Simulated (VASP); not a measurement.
# Sr3Bi (P-6m2) in VASP: further runs

Runs on Sr3Bi. Level: PBE. Tasks: single point, relaxation of cell and atoms.

Program: VASP 6.6.1. These are calculated values, not measurements. Logs are shortened: lines on timing, memory, paths and dates and some standing lists are left out, and cuts for length are marked.

## 1. The cell of the first run

Symmetry: P-6m2, No. 187, hexagonal system. The conventional cell has a = 3.384 Å, b = 3.384 Å, c = 11.094 Å, α = 90.00°, β = 90.00°, γ = 120.00°. Within 4.4 Å of Sr (site symmetry -6m2) lie 12 Sr at 3.36 to 3.38 Å. Sr (site symmetry 3m) has 9 Sr at 3.36 to 3.38 Å and 3 Bi at 3.43 Å within 4.4 Å. Bi (site symmetry -6m2) has 6 Bi at 3.38 Å and 6 Sr at 3.43 Å within 4.4 Å.

The cell was generated, and may not be a known phase.

## 2. Single point, PBE

The input, INCAR:

```
SYSTEM = Sr3Bi
PREC     = Accurate       ! precision mode
ENCUT    = 520            ! plane-wave cutoff, eV
EDIFF    = 1E-6           ! SCF threshold, eV
ISMEAR   = 0              ! smearing method
SIGMA    = 0.1            ! smearing width, eV
LREAL    = .FALSE.        ! projectors in reciprocal space
LASPH    = .TRUE.         ! aspherical terms in the spheres
NELM     = 60             ! most SCF steps
ALGO     = Normal         ! electronic algorithm
ISIF     = 2              ! what is computed and relaxed
LWAVE    = .FALSE.        ! write WAVECAR
LCHARG   = .FALSE.        ! write CHGCAR
GGA      = PE             ! functional
NBANDS   = 30             ! bands
```

The input, KPOINTS:

```
Automatic mesh
0
G
  6 6 2
  0 0 0
```

The input, POSCAR:

```
Sr3Bi
1.0
    3.3839179500      0.0000000000      0.0000000000
   -1.6919589800      2.9305589100      0.0000000000
    0.0000000000      0.0000000000     11.0939646200
Sr Bi
3 1
Direct
    0.6666666700      0.3333333300      0.5000000000
    0.3333333300      0.6666666700      0.2540725200
    0.3333333300      0.6666666700      0.7459274800
    0.6666666700      0.3333333300      0.0000000000
```

Potentials or basis: VASP PAW PBE potentials, release 64 (Sr_sv, Bi_d).

Command:

```
> cat potpaw_PBE.64/Sr_sv/POTCAR potpaw_PBE.64/Bi_d/POTCAR > POTCAR
> mpirun -np 1 vasp_std > vasp.out
```

OUTCAR:

```text
SYSTEM = Sr3Bi
   PREC = Accurate
   ENCUT = 520
   EDIFF = 1E-6
   ISMEAR = 0
   LREAL = .FALSE.
   LASPH = .TRUE.
   NELM = 60
   ISIF = 2
   GGA = PE

 ion  position               nearest neighbor table
   1  0.667  0.333  0.500-   2 3.36   3 3.36   2 3.36   3 3.36   2 3.36   3 3.36   2 4.77   3 4.77
                             2 4.77   3 4.77   2 4.77   3 4.77
   2  0.333  0.667  0.254-   1 3.36   1 3.36   1 3.36   4 3.43   4 3.43   4 3.43   1 4.77   1 4.77
                             1 4.77
   3  0.333  0.667  0.746-   1 3.36   1 3.36   1 3.36   4 3.43   4 3.43   4 3.43   1 4.77   1 4.77
                             1 4.77
   4  0.667  0.333  0.000-   2 3.43   3 3.43   2 3.43   3 3.43   2 3.43   3 3.43

  LATTYP: Found a hexagonal cell.
 ALAT       =     3.3839179500
 C/A-ratio  =     3.2784378297

  Lattice vectors:

 A1 = (   3.3839179500,   0.0000000000,   0.0000000000)
 A2 = (  -1.6919589800,   2.9305589100,   0.0000000000)
 A3 = (   0.0000000000,   0.0000000000,  11.0939646200)

Analysis of symmetry for initial positions (statically):
=====================================================================
 Subroutine PRICEL returns:
 Original cell was already a primitive cell.

 Routine SETGRP: Setting up the symmetry group for a
 hexagonal supercell.

 Subroutine GETGRP returns: Found 12 space group operations
 (whereof 12 operations were pure point group operations)
 out of a pool of 24 trial point group operations.

The static configuration has the point symmetry D_3h.

Analysis of symmetry for dynamics (positions and initial velocities):
=====================================================================
 Subroutine PRICEL returns:
 Original cell was already a primitive cell.

 Routine SETGRP: Setting up the symmetry group for a
 hexagonal supercell.

 Subroutine GETGRP returns: Found 12 space group operations
 (whereof 12 operations were pure point group operations)
 out of a pool of 24 trial point group operations.

The dynamic configuration has the point symmetry D_3h.

 Subroutine INISYM returns: Found 12 space group operations
 (whereof 12 operations are pure point group operations),
 and found     1 'primitive' translations

----------------------------------------------------------------------------------------

                                     Primitive cell

  volume of cell :     110.0163

  direct lattice vectors                    reciprocal lattice vectors
     3.383917950  0.000000000  0.000000000     0.295515439  0.170615919  0.000000000
    -1.691958980  2.930558910  0.000000000     0.000000000  0.341231837  0.000000000
     0.000000000  0.000000000 11.093964620     0.000000000  0.000000000  0.090139101

  length of vectors
     3.383917950  3.383917953 11.093964620     0.341231837  0.341231837  0.090139101

  position of ions in fractional coordinates (direct lattice)
     0.666666670  0.333333330  0.500000000
     0.333333330  0.666666670  0.254072520
     0.333333330  0.666666670  0.745927480
     0.666666670  0.333333330  0.000000000

  ion indices of the primitive-cell ions
   primitive index   ion index
                 1           1
                 2           2
                 3           3
                 4           4

----------------------------------------------------------------------------------------

 KPOINTS: Automatic mesh

Automatic generation of k-mesh.
 Grid dimensions read from file:
 generate k-points for:    6    6    2

 Generating k-lattice:

  Cartesian coordinates                     Fractional coordinates (reciprocal lattice)
     0.049252573  0.028435986  0.000000000     0.166666667  0.000000000  0.000000000
     0.000000000  0.056871973  0.000000000     0.000000000  0.166666667  0.000000000
     0.000000000  0.000000000  0.045069551     0.000000000  0.000000000  0.500000000

  Length of vectors
     0.056871973  0.056871973  0.045069551

  Shift w.r.t. Gamma in fractional coordinates (k-lattice)
     0.000000000  0.000000000  0.000000000

 Subroutine IBZKPT returns following result:
 ===========================================

 Found     14 irreducible k-points:

 Following reciprocal coordinates:
            Coordinates               Weight
  0.000000  0.000000  0.000000      1.000000
  0.166667  0.000000  0.000000      6.000000
  0.333333  0.000000  0.000000      6.000000
  0.500000 -0.000000  0.000000      3.000000
  0.166667  0.166667  0.000000      6.000000
  0.333333  0.166667  0.000000     12.000000
  0.333333  0.333333  0.000000      2.000000
  0.000000  0.000000  0.500000      1.000000
  0.166667  0.000000  0.500000      6.000000
  0.333333  0.000000  0.500000      6.000000
  0.500000 -0.000000  0.500000      3.000000
  0.166667  0.166667  0.500000      6.000000
  0.333333  0.166667  0.500000     12.000000
  0.333333  0.333333  0.500000      2.000000
   k-points           NKPTS =     14   k-points in BZ     NKDIM =     14   number of bands    NBANDS=     30
   number of dos      NEDOS =    301   number of ions     NIONS =      4
   total plane-waves  NPLWV =  65856
   dimension x,y,z NGX =    28 NGY =   28 NGZ =   84
   dimension x,y,z NGXF=    56 NGYF=   56 NGZF=  168
   ions per type =               3   1
   NGX,Y,Z   is equivalent  to a cutoff of  13.76, 13.76, 12.59 a.u.
   NGXF,Y,Z  is equivalent  to a cutoff of  27.51, 27.51, 25.18 a.u.
 SYSTEM =  Sr3Bi
   PREC   = accura    normal or accurate (medium, high low for compatibility)
   ISTART =      0    job   : 0-new  1-cont  2-samecut
   ICHARG =      2    charge: 1-file 2-atom 10-const
   ISPIN  =      1    spin polarized calculation?
   LNONCOLLINEAR =      F non collinear calculations
   LSORBIT =      F    spin-orbit coupling
   LASPH  =      T    aspherical Exc in radial PAW
   ENCUT  =  520.0 eV  38.22 Ry    6.18 a.u.   6.29  6.29 20.63*2*pi/ulx,y,z
   NELM   =     60;   NELMIN=  2; NELMDL= -5     # of ELM steps
   EDIFF  = 0.1E-05   stopping-criterion for ELM
   LREAL  =      F    real-space projection
   EDIFFG = 0.1E-04   stopping-criterion for IOM
   NSW    =      0    number of steps for IOM
   IBRION =     -1    ionic relax: 0-MD 1-quasi-New 2-CG
   NFREE  =      0    steps in history (QN), initial steepest desc. (CG)
   ISIF   =      2    stress and relaxation
   ISYM   =      2    0-nonsym 1-usesym 2-fastsym
   POTIM  = 0.5000    time-step for ionic-motion
   TEBEG  =    0.0;   TEEND  =   0.0 temperature during run
   PSTRESS=    0.0 pullay stress
   NELECT =      45.0000    total number of electrons
   NUPDOWN=      -1.0000    fix difference up-down
   EMIN   =  10.00;   EMAX   =-10.00  energy-range for DOS
   EFERMI =   0.00;   METHOD = LEGACY
   ISMEAR =     0;   SIGMA  =   0.10  broadening in eV -4-tet -1-fermi 0-gaus
   EFERMI_NEDOS =   21; number of points for ismear=-14 and -15
   IALGO  =     38    algorithm
   IMIX   =      4    mixing-type and parameters
     AMIX     =   0.40;   BMIX     =  1.00
     AMIX_MAG =   1.60;   BMIX_MAG =  1.00
  volume/ion in A,a.u.               =      27.50       185.61
  Fermi-wavevector in a.u.,A,eV,Ry     =   1.215234  2.296460 20.093004  1.476794
  Thomas-Fermi vector in A             =   2.350628
   LORBIT       =      0    0 simple, 1 ext, 2 COOP (PROOUT), +10 PAW based schemes
   GGA     = PE    functional components
   LHFCALC =     F    Hartree Fock is set to
   AEXX    =    0.0000 exact exchange contribution
   IVDW    =     0    specifies the selected vdW correction
   LEPSILON=     F    determine dielectric tensor
   LRPA    =     F    only Hartree local field effects (RPA)
 non-spin polarized calculation
 Gauss-broadening in eV      SIGMA  =   0.10
  energy-cutoff  :      520.00
  volume of cell :      110.02
 maximum number of plane-waves:      3005
 NGX is ok and might be reduce to    28
   NGX = 13   NGY = 13   NGZ = 41

 number of electron      45.0000004 magnetization

 Free energy of the ion-electron system (eV)
  ---------------------------------------------------
  ext. energy  EPLUGINS =         0.00000000
  ---------------------------------------------------
  free energy    TOTEN  =        -6.25437555 eV

  energy without entropy =       -6.24125868  energy(sigma->0) =       -6.24781712

 E-fermi :   5.5757     XC(G=0): -10.0747

 val. band max:        5.5451571918   @ k =   0.3333   0.3333   0.5000
 cond. band min:       5.5858989661   @ k =   0.3333   0.0000   0.5000
 fundamental gap:      0.0407417743
 Fermi energy:         5.5757137676

 k-point     1 :       0.0000    0.0000    0.0000
  band No.  band energies     occupation
      1     -29.9361      2.00000
      2     -29.8831      2.00000
      3     -29.6841      2.00000
      4     -16.9114      2.00000
      5     -16.9114      2.00000
      6     -16.8307      2.00000
[... 22 lines left out ...]
     29       9.2414      0.00000
     30       9.2414      0.00000

 k-point     2 :       0.1667    0.0000    0.0000
  band No.  band energies     occupation
      1     -29.8831      2.00000
      2     -29.8394      2.00000
      3     -29.6496      2.00000
      4     -16.9222      2.00000
      5     -16.8623      2.00000
      6     -16.7970      2.00000
[... 22 lines left out ...]
     29       9.3458      0.00000
     30       9.4056      0.00000

 k-point     3 :       0.3333    0.0000    0.0000
  band No.  band energies     occupation
      1     -29.7716      2.00000
      2     -29.7502      2.00000
      3     -29.5828      2.00000
      4     -16.9527      2.00000
      5     -16.8012      2.00000
      6     -16.7625      2.00000
[... 22 lines left out ...]
     29       8.8856      0.00000
     30       9.2501      0.00000

 k-point     4 :       0.5000   -0.0000    0.0000
  band No.  band energies     occupation
      1     -29.7122      2.00000
      2     -29.7048      2.00000
      3     -29.5513      2.00000
      4     -16.9692      2.00000
      5     -16.8269      2.00000
      6     -16.7471      2.00000
[... 22 lines left out ...]
     29       8.9708      0.00000
     30       9.4360      0.00000

 k-point     5 :       0.1667    0.1667    0.0000
  band No.  band energies     occupation
      1     -29.8004      2.00000
      2     -29.7728      2.00000
      3     -29.5991      2.00000
      4     -16.9149      2.00000
      5     -16.8288      2.00000
      6     -16.7833      2.00000
[... 22 lines left out ...]
     29       8.8020      0.00000
     30       8.8620      0.00000
[... 196 lines left out ...]
     29       9.2113      0.00000
     30       9.3914      0.00000

 k-point    12 :       0.1667    0.1667    0.5000
  band No.  band energies     occupation
      1     -29.8003      2.00000
      2     -29.7729      2.00000
      3     -29.5991      2.00000
      4     -16.9149      2.00000
      5     -16.8288      2.00000
      6     -16.7833      2.00000
[... 22 lines left out ...]
     29       8.3869      0.00000
     30       8.9734      0.00000

 k-point    13 :       0.3333    0.1667    0.5000
  band No.  band energies     occupation
      1     -29.7127      2.00000
      2     -29.7049      2.00000
      3     -29.5510      2.00000
      4     -16.9151      2.00000
      5     -16.8136      2.00000
      6     -16.7630      2.00000
[... 22 lines left out ...]
     29       8.7106      0.00000
     30       9.0740      0.00000

 k-point    14 :       0.3333    0.3333    0.5000
  band No.  band energies     occupation
      1     -29.6823      2.00000
      2     -29.6821      2.00000
      3     -29.5358      2.00000
      4     -16.8194      2.00000
      5     -16.8156      2.00000
      6     -16.7967      2.00000
[... 22 lines left out ...]
     29       8.5621      0.00000
     30       8.5810      0.00000

------------------------ aborting loop because EDIFF is reached ----------------------------------------

  FORCE on cell =-STRESS in cart. coord.  units (eV):
  Direction    XX          YY          ZZ          XY          YZ          ZX
  --------------------------------------------------------------------------------------
  -------------------------------------------------------------------------------------
  Total       13.5269635     13.5269635     10.8869690     -0.0000000      0.0000000      0.0000000
  in kB      196.9943837    196.9943838    158.5479066     -0.0000003      0.0000000      0.0000000
  external PRESSURE =     184.1788914 kB  Pullay stress =       0.0000000 kB

 VOLUME and BASIS-vectors are now :
 -----------------------------------------------------------------------------
  energy-cutoff  :      520.00
  volume of cell :      110.02
      direct lattice vectors                 reciprocal lattice vectors
     3.383917950  0.000000000  0.000000000     0.295515439  0.170615919  0.000000000
    -1.691958980  2.930558910  0.000000000     0.000000000  0.341231837  0.000000000
     0.000000000  0.000000000 11.093964620     0.000000000  0.000000000  0.090139101

 POSITION                                       TOTAL-FORCE (eV/Angst)
 -----------------------------------------------------------------------------------
      1.69196      0.97685      5.54698        -0.000000      0.000000      0.000000
     -0.00000      1.95371      2.81867        -0.000000      0.000000     -1.302746
     -0.00000      1.95371      8.27529        -0.000000      0.000000      1.302746
      1.69196      0.97685      0.00000         0.000000     -0.000000      0.000000
 -----------------------------------------------------------------------------------
    total drift:                               -0.000004      0.000002     -0.000000

  FREE ENERGIE OF THE ION-ELECTRON SYSTEM (eV)
  ---------------------------------------------------
  free  energy   TOTEN  =        -6.2543755492 eV

  energy  without entropy=       -6.2412586845  energy(sigma->0) =       -6.24781712
```

Wall time 26 s (1 thread of Intel Xeon 6975P-C (Granite Rapids), shared host); peak memory 0.25 GiB.

What came out:

```
Free energy            : -6.2544 eV
Pressure               : 18.4 GPa
Largest force          : 1.303 eV/Å
Band gap on the k mesh : zero (an odd number of electrons rules out a gap without spin polarisation)
```

Forces on the atoms (eV/Å):
```
Sr   0.000  0.000  0.000
Sr   0.000  0.000 -1.303
Sr   0.000  0.000  1.303
Bi   0.000  0.000  0.000
```

Caveat: the cell stands under pressure; spin-orbit coupling is left out, which moves the levels of the heavy elements; forces of over 1 eV/Å act on the atoms, so gaps and moduli don't describe the material at rest.

[end of part 1 of 3]

The gap in the log of VASP goes by the Fermi energy; the results here count the filled bands.